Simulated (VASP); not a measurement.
# SiC5 (P3m1) in VASP: further runs, part 2 of 2

VASP 6.6.1. Earlier steps stand in the parts before.

## Step 3: Relaxation of cell and atoms, PBE

This run uses another cell than the first one, of 11.34 Å³/atom, 1.551 times its volume.

INCAR

```
PREC = Accurate ; ENCUT = 600
EDIFF = 1E-6 ; ISMEAR = 0
SIGMA = 0.2 ; LREAL = False
LASPH = True ; NELM = 60
ALGO = Normal ; ISIF = 3
LWAVE = False ; LCHARG = False
GGA = PE ; IBRION = 2
NSW = 36 ; EDIFFG = -0.08
```

KPOINTS

```
regular mesh
0
Gamma
  6 6 2
```

POSCAR

```
SiC5
1.0
    3.1284091300      0.0000000000      0.0000000000
   -1.5642045700      2.7092817800      0.0000000000
    0.0000000000      0.0000000000      8.0276158800
Si C
1 5
Direct
    0.0000000000      0.0000000000      0.0000000000
    0.3333333300      0.6666666700      0.3400000000
    0.3333333300      0.6666666700      0.5750000000
    0.0000000000      0.0000000000      0.2650000000
    0.6666666700      0.3333333300      0.6550000000
    0.6666666700      0.3333333300      0.8950000000
```

Potentials or basis: VASP PAW PBE potentials, release 64 (Si, C).

On the command line:

```bash
cat potpaw_PBE.64/Si/POTCAR potpaw_PBE.64/C/POTCAR > POTCAR
mpirun -np 1 vasp_std > vasp.out
```

OUTCAR:

```text
PREC = Accurate
   ENCUT = 600
   EDIFF = 1E-6
   ISMEAR = 0
   LREAL = False
   LASPH = True
   NELM = 60
   ISIF = 3
   GGA = PE
   IBRION = 2
   NSW = 36
   EDIFFG = -0.08

 ion  position               nearest neighbor table
   1  0.000  0.000  0.000-   6 1.99   6 1.99   6 1.99   4 2.13
   2  0.333  0.667  0.340-   3 1.89   4 1.90   4 1.90   4 1.90
   3  0.333  0.667  0.575-   2 1.89   5 1.92   5 1.92   5 1.92
   4  0.000  0.000  0.265-   2 1.90   2 1.90   2 1.90   1 2.13
   5  0.667  0.333  0.655-   3 1.92   3 1.92   3 1.92   6 1.93
   6  0.667  0.333  0.895-   5 1.93   1 1.99   1 1.99   1 1.99

  LATTYP: Found a hexagonal cell.
 ALAT       =     3.1284091300
 C/A-ratio  =     2.5660377356

  Lattice vectors:

 A1 = (   3.1284091300,   0.0000000000,   0.0000000000)
 A2 = (  -1.5642045700,   2.7092817800,   0.0000000000)
 A3 = (   0.0000000000,   0.0000000000,   8.0276158800)

Analysis of symmetry for initial positions (statically):
=====================================================================
 Subroutine PRICEL returns:
 Original cell was already a primitive cell.

 Routine SETGRP: Setting up the symmetry group for a
 hexagonal supercell.

 Subroutine GETGRP returns: Found  6 space group operations
 (whereof  6 operations were pure point group operations)
 out of a pool of 24 trial point group operations.

The static configuration has the point symmetry C_3v.

Analysis of symmetry for dynamics (positions and initial velocities):
=====================================================================
 Subroutine PRICEL returns:
 Original cell was already a primitive cell.

 Routine SETGRP: Setting up the symmetry group for a
 hexagonal supercell.

 Subroutine GETGRP returns: Found  6 space group operations
 (whereof  6 operations were pure point group operations)
 out of a pool of 24 trial point group operations.

The dynamic configuration has the point symmetry C_3v.

 Subroutine INISYM returns: Found  6 space group operations
 (whereof  6 operations are pure point group operations),
 and found     1 'primitive' translations

[... 132 lines left out ...]

 number of electron      24.0000000 magnetization

 Free energy of the ion-electron system (eV)
  ---------------------------------------------------
  ext. energy  EPLUGINS =         0.00000000
  ---------------------------------------------------
  free energy    TOTEN  =       -42.03690789 eV

  energy without entropy =      -42.03674374  energy(sigma->0) =      -42.03682581

------------------------ aborting loop because EDIFF is reached ----------------------------------------

  FORCE on cell =-STRESS in cart. coord.  units (eV):
  Direction    XX          YY          ZZ          XY          YZ          ZX
  --------------------------------------------------------------------------------------
  -------------------------------------------------------------------------------------
  Total      -21.3665123    -21.3665123    -28.0861630      0.0000000      0.0000000     -0.0000000
  in kB     -503.1296550   -503.1296550   -661.3611666      0.0000009      0.0000000     -0.0000000
  external PRESSURE =    -555.8734922 kB  Pullay stress =       0.0000000 kB
[... 101 lines left out ...]
  FREE ENERGIE OF THE ION-ELECTRON SYSTEM (eV)
  ---------------------------------------------------
  free  energy   TOTEN  =       -48.2315453697 eV

  energy  without entropy=      -48.2315453697  energy(sigma->0) =      -48.23154537

 E-fermi :   9.7195     XC(G=0): -12.2664

 val. band max:        8.8375695065   @ k =   0.0000   0.0000   0.0000
 cond. band min:      11.2001427335   @ k =   0.5000   0.0000   0.0000
 fundamental gap:      2.3625732269
 Fermi energy:         9.7194561268

 k-point     1 :       0.0000    0.0000    0.0000
  band No.  band energies     occupation
      1     -10.0917      2.00000
      2      -7.6443      2.00000
      3      -7.0168      2.00000
      4       0.0441      2.00000
      5       1.2095      2.00000
      6       6.1057      2.00000
[... 243 lines left out ...]
      3      -2.9899      2.00000
      4      -1.6756      2.00000
      5      -1.4935      2.00000
      6      -0.0911      2.00000
[... 8 lines left out ...]
     15      16.2389      0.00000
     16      16.2903      0.00000

[... ionic steps 4 to 7 ...]

--------------------------------------- Ionic step        8  -------------------------------------------

 number of electron      24.0000000 magnetization

------------------------ aborting loop because EDIFF is reached ----------------------------------------
[... 75 lines left out ...]
--------------------------------------- Ionic step       10  -------------------------------------------

 number of electron      24.0000000 magnetization

 Free energy of the ion-electron system (eV)
  ---------------------------------------------------
  ext. energy  EPLUGINS =         0.00000000
  ---------------------------------------------------
  free energy    TOTEN  =       -48.56682316 eV

  energy without entropy =      -48.56682280  energy(sigma->0) =      -48.56682298

 E-fermi :  10.4483     XC(G=0): -12.3549

 val. band max:        9.8224322288   @ k =   0.0000   0.0000   0.0000
 cond. band min:      11.0861358906   @ k =   0.5000   0.0000   0.0000
 fundamental gap:      1.2637036618
 Fermi energy:        10.4482763777

 k-point     1 :       0.0000    0.0000    0.0000
  band No.  band energies     occupation
      1     -10.2020      2.00000
      2      -7.7606      2.00000
      3      -6.6622      2.00000
      4      -0.1002      2.00000
      5       1.2914      2.00000
      6       6.1647      2.00000
[... 288 lines left out ...]
  FREE ENERGIE OF THE ION-ELECTRON SYSTEM (eV)
  ---------------------------------------------------
  free  energy   TOTEN  =       -48.5668231615 eV

  energy  without entropy=      -48.5668228048  energy(sigma->0) =      -48.56682298

 reached required accuracy - stopping structural energy minimisation
```

CONTCAR:

```text
SiC5
   1.00000000000000
     2.7331833772739049    0.0000000007225691   -0.0000000000000000
    -1.3665916923795167    2.3670062375522987   -0.0000000000000000
     0.0000000000000000   -0.0000000000000000    6.7757380095537352
  Si              C
     1     5
Direct
     1.0000000000000000    0.0000000000000000    0.9937279440658945
     0.3333333300000021    0.6666666699999979    0.3505603789644636
     0.3333333300000021    0.6666666699999979    0.5769087442870290
     1.0000000000000000    0.0000000000000000    0.2754693131739647
     0.6666666699999979    0.3333333300000021    0.6534557526157415
     0.6666666699999979    0.3333333300000021    0.8798778668929178

  0.00000000E+00  0.00000000E+00  0.00000000E+00
  0.00000000E+00  0.00000000E+00  0.00000000E+00
  0.00000000E+00  0.00000000E+00  0.00000000E+00
  0.00000000E+00  0.00000000E+00  0.00000000E+00
  0.00000000E+00  0.00000000E+00  0.00000000E+00
  0.00000000E+00  0.00000000E+00  0.00000000E+00
```

Run time: 2 min. Hardware: 1 thread of Intel Xeon 6975P-C, shared host; peak memory 0.22 GiB.

Results:

```
Free energy                            : -48.5668 eV
Relaxed volume                         : 7.31 Å³/atom
Relaxed cell                           : a = 2.733 Å, b = 2.733 Å, c = 6.776 Å, α = 90.00°, β = 90.00°, γ = 120.00°
Space group after relaxing (to 0.05 Å) : P3m1 (No. 156)
Energy gained by relaxing              : 1088.3 meV/atom
Ionic steps                            : 10
Pressure after relaxing                : -0.3 GPa
Largest force after relaxing           : 0.038 eV/Å
Band gap on the k mesh                 : 1.26 eV, indirect (least direct gap 3.48 eV)
```

Forces in eV/Å, atoms in the order of the input:
```
Si   0.000  0.000  0.020
C    0.000  0.000 -0.018
C    0.000  0.000  0.038
C    0.000  0.000 -0.005
C    0.000  0.000 -0.009
C    0.000  0.000 -0.027
```

The path:
```
step  energy change (eV)  largest force (eV/Å)  pressure (GPa)  volume (Å³)
   1              0.0000                2.4849          -55.59        68.04
   2             -3.8496                7.3643           97.41        36.13
   3             -6.1946                3.9711           -4.02        44.95
   4             -6.1980                4.1031           -1.21        44.55
   5             -6.1274                4.9742           12.36        42.28
   6             -6.4637                0.8745            3.57        43.40
   7             -6.5234                0.4861           -2.12        44.05
   8             -6.5265                0.4784           -1.16        43.93
   9             -6.5245                0.6607            0.77        43.72
  10             -6.5299                0.0382           -0.32        43.84
```

Final structure:
```cif
data_structure
_symmetry_space_group_name_H-M 'P 1'
_symmetry_Int_Tables_number 1
_cell_length_a 2.7332
_cell_length_b 2.7332
_cell_length_c 6.7757
_cell_angle_alpha 90.000
_cell_angle_beta 90.000
_cell_angle_gamma 120.000
_cell_volume 43.84
loop_
_atom_site_label
_atom_site_type_symbol
_atom_site_fract_x
_atom_site_fract_y
_atom_site_fract_z
_atom_site_occupancy
Si1 Si 0.00000 0.00000 0.99373 1
C1 C 0.33333 0.66667 0.35056 1
C2 C 0.33333 0.66667 0.57691 1
C3 C 0.00000 0.00000 0.27547 1
C4 C 0.66667 0.33333 0.65346 1
C5 C 0.66667 0.33333 0.87988 1
```

Levels at points of the mesh, in eV from the valence-band top:
```tsv
k point	band 9	band 10	band 11	band 12	band 13	band 14	band 15	band 16
(0.00, 0.00, 0.00)	-2.38	-1.44	0.00	0.00	4.05	4.24	4.24	4.43
(0.50, 0.00, 0.00)	-5.48	-4.56	-4.51	-2.22	1.26	2.82	4.60	5.20
(0.00, 0.00, 0.50)	-2.32	-2.32	-0.13	-0.13	4.24	4.56	4.56	4.85
(0.50, 0.00, 0.50)	-6.31	-4.80	-3.21	-1.92	2.28	3.07	3.70	6.33
```

Caveat: the volume moved by over 15 % at a fixed basis, so the end points are rough; the relaxation stopped at a loose force limit of 0.08 eV/Å, so its end isn't a converged minimum. A k mesh can miss the band edges.
